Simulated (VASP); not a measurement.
# Cs11Cl12 (a cell with a defect) in VASP: single point with PBE

Aim: the single point of Cs11Cl12 (a cell with a defect) with PBE.

Everything below comes from runs of VASP 6.6.1. Logs are shortened: lines on timing, memory, paths and dates and some standing lists are left out, and cuts for length are marked.

## Step 1: The cell of the first run

The cell holds a defect, 23 atoms: a = 10.302 Å, b = 10.302 Å, c = 10.302 Å, α = 80.41°, β = 70.53°, γ = 60.00°.

## Step 2: Single point, PBE (atoms taken out, then relaxed in part)

Input file INCAR:

```
PREC = Accurate
ENCUT = 400
EDIFF = 1E-6
ISMEAR = 0
SIGMA = 0.05
LREAL = F
LASPH = T
NELM = 120
ALGO = Normal
ISIF = 2
LWAVE = F
LCHARG = T
GGA = PE
LELF = T
LVHAR = T
NBANDS = 108
GGA_COMPAT = F
```

Input file KPOINTS:

```
Automatic mesh
0
Gamma
  2 2 2
```

Input file POSCAR:

```
Cs11Cl12
1.0
   -4.2056484403      8.4112968807      4.2056484403
    4.2056484403      4.2056484403      8.4112968807
    4.2056484403      8.4112968807     -4.2056484403
Cs Cl
11 12
Direct
    0.5728652421      0.3327513941      0.2446398776
    0.6771347579      0.6672486059      0.0053601224
    0.8334498848      0.3448775277      0.4959394440
    1.1250000000      0.5000000000      0.1250000000
   -0.0064802680     -0.0098372462      0.0076367954
    0.1034771819      0.3197934857      0.7557756972
    0.1465228181      0.6802065143      0.4942243028
    0.2564802680      0.0098372462      0.2423632046
    0.4165501152      0.6551224723      0.7540605560
    0.5352638934     -0.0329576278      0.4853244183
    0.7147361066      0.0329576278      0.7646755817
    0.9429663940      0.3147702777      0.1265343422
    0.2179971448      0.3133517187      0.4000642064
    0.3070336060      0.6852297223      0.1234656578
    0.4593387561      0.3400966958      0.6136663255
    0.5320544192      0.6635761239      0.3793325954
    0.6250000000      1.0000000000      0.1250000000
    0.7179455808      0.3364238761      0.8706674046
    0.7906612439      0.6599033042      0.6363336745
    0.8731198385      1.0117606640      0.3814581753
    0.0320028552      0.6866482813      0.8499357936
    0.1250000000      0.0000000000      0.6250000000
    0.3768801615     -0.0117606640      0.8685418247
```

Potentials or basis: VASP PAW PBE potentials, release 64 (Cs_sv, Cl).

Run with:

```sh
> cat potpaw_PBE.64/Cs_sv/POTCAR potpaw_PBE.64/Cl/POTCAR > POTCAR
> mpirun -np 1 vasp_std > vasp.out
```

OUTCAR:

```text
PREC = Accurate
   ENCUT = 400
   EDIFF = 1E-6
   ISMEAR = 0
   LREAL = F
   LASPH = T
   NELM = 120
   ISIF = 2
   GGA = PE

 ion  position               nearest neighbor table
   1  0.573  0.333  0.245-
   2  0.677  0.667  0.005-
   3  0.833  0.345  0.496-
   4  0.125  0.500  0.125-
   5  0.994  0.990  0.008-
   6  0.103  0.320  0.756-
[... 15 lines left out ...]
  22  0.125  0.000  0.625-
  23  0.377  0.988  0.869-

  LATTYP: Found a base centered monoclinic cell.
 ALAT       =    10.3016927163
 B/A-ratio  =     1.7320508076
 C/A-ratio  =     1.0000000000
 COS(beta)  =    -0.3333333333

  Lattice vectors:

 A1 = (   8.4112968806,  -4.2056484404,   4.2056484404)
 A2 = (  -4.2056484403,  -4.2056484403,  -8.4112968807)
 A3 = (   4.2056484403,   8.4112968807,  -4.2056484403)

Analysis of symmetry for initial positions (statically):
=====================================================================
 Subroutine PRICEL returns:
 Original cell was already a primitive cell.

 Routine SETGRP: Setting up the symmetry group for a
 base centered monoclinic supercell.

 Subroutine GETGRP returns: Found  2 space group operations
 (whereof  1 operations were pure point group operations)
 out of a pool of  4 trial point group operations.

The static configuration has the point symmetry C_1 .
 The point group associated with its full space group is S_2 .

Analysis of symmetry for dynamics (positions and initial velocities):
=====================================================================
 Subroutine PRICEL returns:
 Original cell was already a primitive cell.

 Routine SETGRP: Setting up the symmetry group for a
 base centered monoclinic supercell.

 Subroutine GETGRP returns: Found  2 space group operations
 (whereof  1 operations were pure point group operations)
 out of a pool of  4 trial point group operations.

The dynamic configuration has the point symmetry C_1 .
 The point group associated with its full space group is S_2 .

 Subroutine INISYM returns: Found  2 space group operations
 (whereof  1 operations are pure point group operations),
 and found     1 'primitive' translations

[... 117 lines left out ...]
   ENCUT  =  400.0 eV  29.40 Ry    5.42 a.u.  16.80 16.80 16.80*2*pi/ulx,y,z
   NELM   =    120;   NELMIN=  2; NELMDL= -5     # of ELM steps
   EDIFF  = 0.1E-05   stopping-criterion for ELM
   LREAL  =      F    real-space projection
   EDIFFG = 0.1E-04   stopping-criterion for IOM
   NSW    =      0    number of steps for IOM
   IBRION =     -1    ionic relax: 0-MD 1-quasi-New 2-CG
   NFREE  =      0    steps in history (QN), initial steepest desc. (CG)
   ISIF   =      2    stress and relaxation
   ISYM   =      2    0-nonsym 1-usesym 2-fastsym
   POTIM  = 0.5000    time-step for ionic-motion
   TEBEG  =    0.0;   TEEND  =   0.0 temperature during run
   PSTRESS=    0.0 pullay stress
   NELECT =     183.0000    total number of electrons
   NUPDOWN=      -1.0000    fix difference up-down
   EMIN   =  10.00;   EMAX   =-10.00  energy-range for DOS
   EFERMI =   0.00;   METHOD = LEGACY
   ISMEAR =     0;   SIGMA  =   0.05  broadening in eV -4-tet -1-fermi 0-gaus
   EFERMI_NEDOS =   21; number of points for ismear=-14 and -15
   IALGO  =     38    algorithm
   IMIX   =      4    mixing-type and parameters
     AMIX     =   0.40;   BMIX     =  1.00
     AMIX_MAG =   1.60;   BMIX_MAG =  1.00
  volume/ion in A,a.u.               =      38.81       261.91
  Fermi-wavevector in a.u.,A,eV,Ry     =   0.965306  1.824164 12.678130  0.931816
  Thomas-Fermi vector in A             =   2.095012
   LORBIT       =      0    0 simple, 1 ext, 2 COOP (PROOUT), +10 PAW based schemes
   GGA     = PE    functional components
   LHFCALC =     F    Hartree Fock is set to
   AEXX    =    0.0000 exact exchange contribution
   IVDW    =     0    specifies the selected vdW correction
   LEPSILON=     F    determine dielectric tensor
   LRPA    =     F    only Hartree local field effects (RPA)
 non-spin polarized calculation
 Gauss-broadening in eV      SIGMA  =   0.05
  energy-cutoff  :      400.00
  volume of cell :      892.65
 maximum number of plane-waves:     16244
 NGX is ok and might be reduce to    70
   NGX = 33   NGY = 33   NGZ = 33

 number of electron     183.0000004 magnetization

 Free energy of the ion-electron system (eV)
  ---------------------------------------------------
  ext. energy  EPLUGINS =         0.00000000
  ---------------------------------------------------
  free energy    TOTEN  =       -73.00562081 eV

  energy without entropy =      -72.96035597  energy(sigma->0) =      -72.98298839

 E-fermi :  -0.9951     XC(G=0):  -7.6938

 val. band max:       -0.9961523046   @ k =   0.0000   0.0000   0.0000
 cond. band min:      -0.9884111218   @ k =   0.0000   0.0000   0.0000
 fundamental gap:      0.0077411828
 Fermi energy:        -0.9951076241

 k-point     1 :       0.0000    0.0000    0.0000
  band No.  band energies     occupation
      1     -20.4473      2.00000
      2     -20.2364      2.00000
      3     -20.1943      2.00000
      4     -20.1918      2.00000
      5     -20.1706      2.00000
      6     -20.1613      2.00000
[... 837 lines left out ...]
    102       5.7931      0.00000
    103       5.8029      0.00000
 [bands above 103 left out]

------------------------ aborting loop because EDIFF is reached ----------------------------------------

  FORCE on cell =-STRESS in cart. coord.  units (eV):
  Direction    XX          YY          ZZ          XY          YZ          ZX
  --------------------------------------------------------------------------------------
  -------------------------------------------------------------------------------------
  Total        1.4370048      2.5792029      2.6467747      0.1045548      0.2659169      0.0429820
  in kB        2.5792216      4.6293066      4.7505885      0.1876611      0.4772835      0.0771466
  external PRESSURE =       3.9863722 kB  Pullay stress =       0.0000000 kB

 VOLUME and BASIS-vectors are now :
 -----------------------------------------------------------------------------
  energy-cutoff  :      400.00
  volume of cell :      892.65
      direct lattice vectors                 reciprocal lattice vectors
    -4.205648440  8.411296881  4.205648440    -0.099073109  0.059443865  0.019814622
     4.205648440  4.205648440  8.411296881     0.079258487  0.000000000  0.079258487
     4.205648440  8.411296881 -4.205648440     0.059443865  0.059443865 -0.059443865

 POSITION                                       TOTAL-FORCE (eV/Angst)
 -----------------------------------------------------------------------------------
      0.01903      8.27571      4.17927        -0.000633     -0.001798      0.003814
     -0.01903      8.54688      8.43767         0.000633      0.001798     -0.003814
      0.03098     12.63232      4.32032         0.001053      0.000139     -0.000103
      2.10282      4.20565      4.20565         0.000000      0.000000      0.000000
      0.01800     12.58530     12.47483         0.000806      0.002540      0.000211
      4.08828      8.57237     -0.05346         0.008520      0.002449      0.004307
[... 15 lines left out ...]
      2.10282      6.30847     -2.10282         0.000000      0.000000      0.000000
      6.22394     14.63180      6.24462        -0.004282      0.000895      0.005859
 -----------------------------------------------------------------------------------
    total drift:                                0.000000     -0.000000      0.000000

  FREE ENERGIE OF THE ION-ELECTRON SYSTEM (eV)
  ---------------------------------------------------
  free  energy   TOTEN  =       -73.0056208104 eV

  energy  without entropy=      -72.9603559670  energy(sigma->0) =      -72.98298839
```

Run time: 17 min. Hardware: 1 thread of Intel Xeon 6975P-C (Granite Rapids), shared host; peak memory 0.84 GiB.

Results:

| Quantity | Value |
| --- | --- |
| Free energy | -73.0056 eV |
| Pressure | 0.4 GPa |
| Largest force | 0.013 eV/Å |
| Band gap on the k mesh | zero (an odd number of electrons rules out a gap without spin polarisation) |

Forces in eV/Å, atoms in the order of the input:
```
Cs  -0.001 -0.002  0.004
Cs   0.001  0.002 -0.004
Cs   0.001  0.000  0.000
Cs   0.000  0.000  0.000
Cs   0.001  0.003  0.000
Cs   0.009  0.002  0.004
Cs  -0.009 -0.002 -0.004
Cs  -0.001 -0.003  0.000
Cs  -0.001  0.000  0.000
Cs   0.000 -0.003  0.003
Cs   0.000  0.003 -0.003
Cl   0.001  0.005  0.012
Cl  -0.004 -0.003  0.004
Cl  -0.001 -0.005 -0.012
Cl   0.000  0.000 -0.002
Cl  -0.002  0.001  0.000
Cl   0.000  0.000  0.000
Cl   0.002 -0.001  0.000
Cl   0.000  0.000  0.002
Cl   0.004 -0.001 -0.006
Cl   0.004  0.003 -0.004
Cl   0.000  0.000  0.000
Cl  -0.004  0.001  0.006
```

Caveat: the k points lie up to 0.37 Å⁻¹ apart, too coarse for converged energies and pressures of a metal; the cell differs from its parent crystal (atoms taken out, then relaxed in part); spin-orbit coupling is left out, which moves the levels of the heavy elements; an odd number of electrons without spin polarisation forces a metal; a magnetic or distorted state may lie lower.
